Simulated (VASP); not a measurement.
# Si8O17 (a cell with a defect) in VASP: notebook

Runs on Si8O17 (a cell with a defect). Level: PBE. Tasks: single point.

Program: VASP 6.6.1. These are calculated values, not measurements. Logs are shortened: lines on timing, memory, paths and dates and some standing lists are left out, and cuts for length are marked.

## (1) The cell of the first run

The cell holds a defect, 25 atoms: a = 5.911 Å, b = 5.911 Å, c = 5.334 Å, α = 90.00°, β = 90.00°, γ = 90.00°.

## (2) Single point, PBE, collinear spin, zero start

File INCAR:

```
PREC     = Accurate       # precision mode
ENCUT    = 520            # plane-wave cutoff, eV
EDIFF    = 1E-7           # SCF threshold, eV
ISMEAR   = -1             # smearing method
SIGMA    = 0.05           # smearing width, eV
LREAL    = Auto         
LASPH    = True           # aspherical terms in the spheres
NELM     = 150            # most SCF steps
ALGO     = Normal         # electronic algorithm
ISIF     = 2              # what is computed and relaxed
LWAVE    = False          # write WAVECAR
LCHARG   = True           # write CHGCAR
ISPIN    = 2              # spin polarisation
MAGMOM   = 0 0 0 0 0 0 0 0 0 0 0 0 0 0 0 0 0 0 0 0 0 0 0 0 0 # initial moments
LORBIT   = 11             # projections on sites
GGA      = PE             # functional
LELF     = True           # ELF
LVHAR    = True         
NBANDS   = 89             # bands
```

File KPOINTS:

```
Automatic mesh
0
Gamma
  2 2 3
```

File POSCAR:

```
Si8O17
1.0
   -4.1797000000     -4.1797000000      0.0000000000
    4.1797000000     -4.1797000000      0.0000000000
    0.0000000000      0.0000000000      5.3338000000
Si O
8 17
Direct
    0.4955824581      0.5106129627      0.0066601672
    0.0000710577      0.5036813647      0.2532114065
    0.4928740101      0.5135814771      0.5074237879
   -0.0010250736      0.5056127234      0.7516050471
    0.0276300931     -0.0028524775     -0.0050667442
    0.4850478503      0.0156696653      0.2736962391
   -0.0016715314      0.0069348279      0.4998852600
    0.5054127090      0.0068039572      0.7502366043
    0.1918764505      0.5092724358      0.0020566950
    0.0239322200      0.1982748762      0.2517839064
    0.8039356892      0.5114989114      0.0039433425
    0.0074178769      0.8124034022      0.2523791668
    0.1894895567      0.5056782783      0.5042763133
    0.0033141135      0.1990795990      0.7549377554
    0.8022618848      0.5041330718      0.5016611047
    0.0265237936      0.8056100916      0.7388136038
    0.7379087016     -0.0675247027     -0.0587078631
    0.5001046726      0.7137080412      0.2548860100
    0.3178994904      0.0031498672      0.0025051558
    0.4712071441      0.3310609613      0.2679074956
    0.6948035744      0.0088890351      0.5067557839
    0.4895687490      0.6993902672      0.7506845026
    0.3043714860      0.0106987344      0.5130524204
    0.4977988851      0.3131131421      0.7549218193
    0.6786877049      0.1255214489      1.0876324572
```

Potentials or basis: VASP PAW PBE potentials, release 64 (Si, O).

On the command line:

```bash
cat potpaw_PBE.64/Si/POTCAR potpaw_PBE.64/O/POTCAR > POTCAR
mpirun -np 1 vasp_std > vasp.out
```

OUTCAR:

```text
PREC = Accurate
   ENCUT = 520
   EDIFF = 1E-7
   ISMEAR = -1
   LREAL = Auto
   LASPH = True
   NELM = 150
   ISIF = 2
   ISPIN = 2
   LORBIT = 11
   GGA = PE

 ion  position               nearest neighbor table
   1  0.496  0.511  0.007-  20 1.76  22 1.76  24 1.78  18 1.79   9 1.80  11 1.82  25 2.56   3 2.66
                             3 2.67
   2  0.000  0.504  0.253-  13 1.75   9 1.76  11 1.76  15 1.77  10 1.81  12 1.83   4 2.66   4 2.68

   3  0.493  0.514  0.507-  20 1.68  22 1.70  24 1.77  18 1.79  13 1.79  15 1.83   1 2.66   1 2.67
[... 4 lines left out ...]
                             7 2.70   6 3.09   8 3.11
   6  0.485  0.016  0.274-  25 1.65  23 1.66  19 1.75  21 1.76  18 1.79  20 1.87  17 2.37   8 2.55
                             8 2.80   5 3.09   7 3.12
   7  0.998  0.007  0.500-  10 1.75  12 1.75  16 1.75  14 1.77  21 1.79  23 1.81   5 2.65   5 2.70
                             6 3.12
   8  0.505  0.007  0.750-  21 1.71  23 1.74  19 1.74  17 1.77  24 1.81  22 1.82  25 2.19   6 2.55
                             6 2.80   5 3.11
   9  0.192  0.509  0.002-   2 1.76   4 1.76   1 1.80
  10  0.024  0.198  0.252-   7 1.75   2 1.81   5 1.81
  11  0.804  0.511  0.004-   2 1.76   4 1.77   1 1.82
  12  0.007  0.812  0.252-   7 1.75   5 1.76   2 1.83
  13  0.189  0.506  0.504-   4 1.73   2 1.75   3 1.79
  14  0.003  0.199  0.755-   5 1.76   7 1.77   4 1.81
  15  0.802  0.504  0.502-   2 1.77   4 1.77   3 1.83
  16  0.027  0.806  0.739-   7 1.75   5 1.77   4 1.78
  17  0.738  0.932  0.941-  25 1.43   8 1.77   5 1.78   6 2.37
  18  0.500  0.714  0.255-   1 1.79   6 1.79   3 1.79
  19  0.318  0.003  0.003-   5 1.72   8 1.74   6 1.75
  20  0.471  0.331  0.268-   3 1.68   1 1.76   6 1.87
  21  0.695  0.009  0.507-   8 1.71   6 1.76   7 1.79
  22  0.490  0.699  0.751-   3 1.70   1 1.76   8 1.82
  23  0.304  0.011  0.513-   6 1.66   8 1.74   7 1.81
  24  0.498  0.313  0.755-   3 1.77   1 1.78   8 1.81
  25  0.679  0.126  0.088-  17 1.43   6 1.65   8 2.19   5 2.25   1 2.56

  LATTYP: Found a simple tetragonal cell.
 ALAT       =     5.9109884267
 C/A-ratio  =     0.9023533147

  Lattice vectors:

 A1 = (  -4.1797000000,  -4.1797000000,   0.0000000000)
 A2 = (   4.1797000000,  -4.1797000000,   0.0000000000)
 A3 = (   0.0000000000,   0.0000000000,   5.3338000000)

Analysis of symmetry for initial positions (statically):
=====================================================================
 Subroutine PRICEL returns:
 Original cell was already a primitive cell.

 Routine SETGRP: Setting up the symmetry group for a
 simple tetragonal supercell.

 Subroutine GETGRP returns: Found  1 space group operations
 (whereof  1 operations were pure point group operations)
 out of a pool of 16 trial point group operations.

The static configuration has the point symmetry C_1 .

Analysis of symmetry for dynamics (positions and initial velocities):
=====================================================================
 Subroutine PRICEL returns:
 Original cell was already a primitive cell.

 Routine SETGRP: Setting up the symmetry group for a
 simple tetragonal supercell.

 Subroutine GETGRP returns: Found  1 space group operations
 (whereof  1 operations were pure point group operations)
 out of a pool of 16 trial point group operations.

The dynamic configuration has the point symmetry C_1 .

Analysis of structural, dynamic, and magnetic symmetry:
=====================================================================
 Subroutine PRICEL returns:
 Original cell was already a primitive cell.

 Routine SETGRP: Setting up the symmetry group for a
 simple tetragonal supercell.

 Subroutine GETGRP returns: Found  1 space group operations
 (whereof  1 operations were pure point group operations)
 out of a pool of 16 trial point group operations.

The overall configuration has the point symmetry C_1 .

 Subroutine INISYM returns: Found  1 space group operations
 (whereof  1 operations are pure point group operations),
 and found     1 'primitive' translations

----------------------------------------------------------------------------------------

                                     Primitive cell

  volume of cell :     186.3618

  direct lattice vectors                    reciprocal lattice vectors
[... 105 lines left out ...]
   NGXF,Y,Z  is equivalent  to a cutoff of  27.00, 27.00, 24.93 a.u.
 SYSTEM =  unknown system
   PREC   = accura    normal or accurate (medium, high low for compatibility)
   ISTART =      0    job   : 0-new  1-cont  2-samecut
   ICHARG =      2    charge: 1-file 2-atom 10-const
   ISPIN  =      2    spin polarized calculation?
   LNONCOLLINEAR =      F non collinear calculations
   LSORBIT =      F    spin-orbit coupling
   LASPH  =      T    aspherical Exc in radial PAW
   ENCUT  =  520.0 eV  38.22 Ry    6.18 a.u.  10.99 10.99  9.92*2*pi/ulx,y,z
   NELM   =    150;   NELMIN=  2; NELMDL= -5     # of ELM steps
   EDIFF  = 0.1E-06   stopping-criterion for ELM
   LREAL  =      T    real-space projection
   EDIFFG = 0.1E-05   stopping-criterion for IOM
   NSW    =      0    number of steps for IOM
   IBRION =     -1    ionic relax: 0-MD 1-quasi-New 2-CG
   NFREE  =      0    steps in history (QN), initial steepest desc. (CG)
   ISIF   =      2    stress and relaxation
   ISYM   =      2    0-nonsym 1-usesym 2-fastsym
   POTIM  = 0.5000    time-step for ionic-motion
   TEBEG  =    0.0;   TEEND  =   0.0 temperature during run
   PSTRESS=    0.0 pullay stress
   NELECT =     134.0000    total number of electrons
   NUPDOWN=      -1.0000    fix difference up-down
   EMIN   =  10.00;   EMAX   =-10.00  energy-range for DOS
   EFERMI =   0.00;   METHOD = LEGACY
   ISMEAR =    -1;   SIGMA  =   0.05  broadening in eV -4-tet -1-fermi 0-gaus
   EFERMI_NEDOS =   21; number of points for ismear=-14 and -15
   IALGO  =     38    algorithm
   IMIX   =      4    mixing-type and parameters
     AMIX     =   0.40;   BMIX     =  1.00
     AMIX_MAG =   1.60;   BMIX_MAG =  1.00
  volume/ion in A,a.u.               =       7.45        50.31
  Fermi-wavevector in a.u.,A,eV,Ry     =   1.466642  2.771551 29.266659  2.151039
  Thomas-Fermi vector in A             =   2.582355
   LORBIT       =     11    0 simple, 1 ext, 2 COOP (PROOUT), +10 PAW based schemes
   GGA     = PE    functional components
   LHFCALC =     F    Hartree Fock is set to
   AEXX    =    0.0000 exact exchange contribution
   IVDW    =     0    specifies the selected vdW correction
   LEPSILON=     F    determine dielectric tensor
   LRPA    =     F    only Hartree local field effects (RPA)
 spin polarized calculation
  energy-cutoff  :      520.00
  volume of cell :      186.36
 maximum number of plane-waves:      5031
 NGX is ok and might be reduce to    48
   NGX = 21   NGY = 21   NGZ = 19

 number of electron     133.9999984 magnetization       0.0000000

 number of electron     133.9999984 magnetization      -0.0000000

 Free energy of the ion-electron system (eV)
  ---------------------------------------------------
  ext. energy  EPLUGINS =         0.00000000
  ---------------------------------------------------
  free energy    TOTEN  =      -183.66894704 eV

  energy without entropy =     -183.66894704  energy(sigma->0) =     -183.66894704

 E-fermi :   9.6635     XC(G=0): -12.4828

 val. band max:        8.5087543749   @ k =   0.5000   0.0000   0.0000
 cond. band min:      13.8447334213   @ k =   0.0000   0.5000   0.3333
 fundamental gap:      5.3359790464
 Fermi energy:         9.6634785935

 spin component 1

 k-point     1 :       0.0000    0.0000    0.0000
  band No.  band energies     occupation
      1     -15.6717      1.00000
      2     -13.5458      1.00000
      3     -12.2830      1.00000
      4     -12.2575      1.00000
      5     -11.5061      1.00000
      6     -11.4192      1.00000
[... 645 lines left out ...]
     78      18.5208      0.00000
     79      18.7303      0.00000
 Fermi energy:         9.6634785935

 spin component 2

 k-point     1 :       0.0000    0.0000    0.0000
  band No.  band energies     occupation
      1     -15.6717      1.00000
      2     -13.5458      1.00000
      3     -12.2830      1.00000
      4     -12.2575      1.00000
      5     -11.5061      1.00000
      6     -11.4192      1.00000
[... 645 lines left out ...]
     78      18.5208      0.00000
     79      18.7303      0.00000
 [bands above 79 left out]

------------------------ aborting loop because EDIFF is reached ----------------------------------------

  FORCE on cell =-STRESS in cart. coord.  units (eV):
  Direction    XX          YY          ZZ          XY          YZ          ZX
  --------------------------------------------------------------------------------------
  -------------------------------------------------------------------------------------
  Total       31.2872265     24.0190081     36.2399644      5.2506305     -1.2566560      7.9156073
  in kB      268.9804425    206.4946036    311.5597881     45.1403678    -10.8036381     68.0515274
  external PRESSURE =     262.3449447 kB  Pullay stress =       0.0000000 kB

 VOLUME and BASIS-vectors are now :
 -----------------------------------------------------------------------------
  energy-cutoff  :      520.00
  volume of cell :      186.36
      direct lattice vectors                 reciprocal lattice vectors
    -4.179700000 -4.179700000  0.000000000    -0.119625810 -0.119625810  0.000000000
     4.179700000 -4.179700000  0.000000000     0.119625810 -0.119625810  0.000000000
     0.000000000  0.000000000  5.333800000     0.000000000  0.000000000  0.187483595

 POSITION                                       TOTAL-FORCE (eV/Angst)
 -----------------------------------------------------------------------------------
      0.06282     -4.20560      0.03552         0.001000      0.001250     -0.006092
      2.10494     -2.10553      1.35058        -0.015453     -0.012925     -0.014595
      0.08655     -4.20668      2.70650         0.012705     -0.007533      0.006939
     -2.06211     -6.28872      4.00891        -0.010233     -0.005112      0.017076
      4.05229     -4.28326      5.30677        -0.040285     -0.030224      0.004866
     -1.96186     -2.09285      1.45984         0.034568      0.046472      0.017678
[... 17 lines left out ...]
     -0.77193     -3.38937      4.02660        -0.015740      0.013742      0.001069
     -2.31207     -3.36135      0.46741         0.241433     -0.153691      0.164598
 -----------------------------------------------------------------------------------
    total drift:                               -0.004657     -0.007687     -0.004786

  FREE ENERGIE OF THE ION-ELECTRON SYSTEM (eV)
  ---------------------------------------------------
  free  energy   TOTEN  =      -183.6689470423 eV

  energy  without entropy=     -183.6689470422  energy(sigma->0) =     -183.66894704

 total charge

# of ion       s       p       d       tot
------------------------------------------
    1        0.587   0.861   0.000   1.448
    2        0.589   0.875   0.000   1.464
    3        0.598   0.912   0.000   1.510
    4        0.590   0.885   0.000   1.475
    5        0.596   0.893   0.000   1.489
    6        0.618   0.950   0.000   1.568
[... 17 lines left out ...]
   24        1.550   3.682   0.000   5.232
   25        1.632   3.523   0.000   5.155
--------------------------------------------------
tot         31.291  69.774   0.000 101.065

 magnetization (x)

# of ion       s       p       d       tot
------------------------------------------
    1       -0.000  -0.000   0.000  -0.000
    2       -0.000   0.000   0.000  -0.000
    3        0.000  -0.000   0.000   0.000
    4       -0.000  -0.000   0.000  -0.000
    5        0.000  -0.000   0.000  -0.000
    6        0.000   0.000   0.000   0.000
[... 17 lines left out ...]
   24        0.000   0.000   0.000   0.000
   25       -0.000  -0.000   0.000  -0.000
--------------------------------------------------
tot          0.000   0.000   0.000   0.000
```

It took 8.5 min on 1 thread of Intel Xeon Platinum 8259CL at 2.50GHz (Skylake/Cascade Lake), shared host; peak memory 0.44 GiB.

Results:

* Free energy: -183.6689 eV
* Pressure: 26.2 GPa
* Largest force: 0.330 eV/Å
* Band gap on the k mesh: 5.34 eV
* Net moment: 0.00 μB per cell
* Valence electrons inside the program's atomic spheres: Si 1.45, 1.46, 1.51, 1.48, 1.49, 1.57, 1.47 (each value once); O 5.26, 5.23, 5.24, 5.28, 5.27, 5.16, 5.29, 5.30 (each value once)

Forces in eV/Å, atoms in the order of the input:
```
Si   0.001  0.001 -0.006
Si  -0.015 -0.013 -0.015
Si   0.013 -0.008  0.007
Si  -0.010 -0.005  0.017
Si  -0.040 -0.030  0.005
Si   0.035  0.046  0.018
Si  -0.006 -0.001  0.014
Si   0.021  0.056 -0.009
O   -0.007 -0.006  0.003
O    0.013 -0.010 -0.010
O    0.008  0.015  0.000
O   -0.016  0.006 -0.001
O   -0.013 -0.018 -0.003
O    0.017 -0.021  0.002
O    0.021  0.020  0.002
O   -0.003  0.016  0.001
O   -0.234  0.097 -0.171
O    0.018 -0.007  0.002
O    0.005  0.005  0.011
O   -0.063  0.016 -0.035
O   -0.019 -0.021 -0.018
O    0.024 -0.034  0.015
O    0.027  0.034  0.006
O   -0.016  0.014  0.001
O    0.241 -0.154  0.165
```

Stress tensor (GPa, compression positive):
```
26.90  4.51  6.81
 4.51 20.65 -1.08
 6.81 -1.08 31.16
```

Caveat: the k points lie up to 0.53 Å⁻¹ apart.

## (3) Single point, PBE, collinear spin, zero start

File INCAR:

```
SYSTEM = Si8O17
ALGO = Normal
EDIFF = 1E-6
ENCUT = 520
GGA = PE
ISIF = 2
ISMEAR = -1
ISPIN = 2
LASPH = .TRUE.
LCHARG = .FALSE.
LORBIT = 11
LREAL = Auto
LWAVE = .FALSE.
MAGMOM = 0 0 0 0 0 0 0 0 0 0 0 0 0 0 0 0 0 0 0 0 0 0 0 0 0
NBANDS = 89
NELM = 150
PREC = Accurate
SIGMA = 0.05
```

File KPOINTS:

```
k-points
0
G
  2 2 3
  0 0 0
```

File POSCAR:

```
Si8O17
1.0
   -4.1797000000     -4.1797000000      0.0000000000
    4.1797000000     -4.1797000000      0.0000000000
    0.0000000000      0.0000000000      5.3338000000
Si O
8 17
Direct
    0.4941906118      0.5068793215      0.0020516330
   -0.0014816853      0.5071531450      0.2541960703
    0.4966605259      0.5132074072      0.4907306236
    0.0013265306      0.5038480034      0.7538359144
    0.0206103309     -0.0020924947      0.0085096929
    0.5129462641      0.0052162835      0.2521547490
    0.0065473599      0.0043237553      0.5047727699
    0.4990750532     -0.0197691222      0.7415403652
    0.1917990526      0.5086012154      0.0068073419
    0.0057389286      0.1989889226      0.2527025760
    0.8049206881      0.5180156471      0.0033062732
    0.0235886547      0.8073209800      0.2624867824
    0.1900303850      0.5075522167      0.4991596985
    0.0205800656      0.1963883772      0.7549816266
    0.8015594421      0.5020779003      0.5057180622
    0.0145854966      0.8089149939      0.7517824065
    0.7286276527     -0.0508206331      0.0363515692
    0.4937180898      0.6984942699      0.2502047321
    0.3187511065     -0.0009708831      0.0033514567
    0.5016398306      0.3107242147      0.2521046908
    0.7029651650     -0.0094955380      0.4961031535
    0.5004777855      0.7015986793      0.7494831077
    0.3148920975      0.0068841065      0.4987018636
    0.4500412709      0.3423373687      0.7339315310
    0.6440285188      0.1863722277      0.8665270539
```

Potentials or basis: VASP PAW PBE potentials, release 64 (Si, O).

On the command line:

```bash
cat potpaw_PBE.64/Si/POTCAR potpaw_PBE.64/O/POTCAR > POTCAR
mpirun -np 1 vasp_std > vasp.out
```

It took 6.5 min on 1 thread of Intel Xeon Platinum 8259CL at 2.50GHz (Skylake/Cascade Lake), shared host; peak memory 0.43 GiB.

The run converged. Its results:

| Property | Result |
| --- | --- |
| Free energy | -183.0521 eV |
| Pressure | 27.4 GPa |
| Largest force | 0.237 eV/Å |
| Band gap on the k mesh | 3.40 eV |
| Net moment | 0.00 μB per cell |
| Valence electrons inside the program's atomic spheres | Si 1.46, 1.48, 1.54, 1.47, 1.59 (each value once); O 5.27, 5.23, 5.25, 5.18, 5.29, 5.26, 5.24, 5.31, 5.21, 5.06 (each value once) |

Forces on the atoms (eV/Å):
```
Si  -0.019 -0.034  0.074
Si  -0.013  0.065 -0.025
Si   0.012 -0.048 -0.127
Si  -0.035  0.011 -0.014
Si  -0.005  0.032 -0.036
Si  -0.011  0.000 -0.077
Si   0.012 -0.005  0.002
Si   0.135  0.100 -0.092
O   -0.042  0.004  0.004
O    0.043 -0.049 -0.007
O   -0.029  0.061  0.002
O   -0.024 -0.006  0.014
O    0.008 -0.010  0.009
O    0.048  0.002  0.033
O   -0.019  0.002 -0.004
O    0.041 -0.003 -0.020
O    0.079 -0.110 -0.006
O    0.013 -0.017  0.023
O    0.009  0.056  0.018
O   -0.018  0.010 -0.011
O    0.025 -0.046  0.027
O   -0.024 -0.033  0.034
O   -0.004  0.035 -0.019
O   -0.208  0.061  0.097
O    0.028 -0.077  0.105
```

Stress tensor (GPa, compression positive):
```
30.44 -5.15 -3.63
-5.15 23.98  0.04
-3.63  0.04 27.80
```

Levels at points of the mesh, in eV from the valence-band top:
Spin up:
```tsv
k point	band 64	band 65	band 66	band 67	band 68	band 69	band 70	band 71
(0.00, 0.00, 0.00)	-1.03	-0.92	-0.44	-0.21	3.43	5.64	6.73	7.04
(0.50, 0.00, 0.00)	-1.13	-1.02	-0.86	0.00	3.40	6.71	7.09	7.42
(0.00, 0.50, 0.00)	-1.16	-1.00	-0.52	-0.27	3.43	6.55	6.83	7.57
(0.50, 0.50, 0.00)	-1.23	-1.06	-0.66	-0.24	3.46	7.39	7.62	7.75
```
Spin down:
```csv
k point,band 64,band 65,band 66,band 67,band 68,band 69,band 70,band 71
"(0.00, 0.00, 0.00)",-1.03,-0.92,-0.44,-0.21,3.43,5.64,6.73,7.04
"(0.50, 0.00, 0.00)",-1.13,-1.02,-0.86,0.00,3.40,6.71,7.09,7.42
"(0.00, 0.50, 0.00)",-1.16,-1.00,-0.52,-0.27,3.43,6.55,6.83,7.57
"(0.50, 0.50, 0.00)",-1.23,-1.06,-0.66,-0.24,3.46,7.39,7.62,7.75
```

Caveat: the k points lie up to 0.53 Å⁻¹ apart.
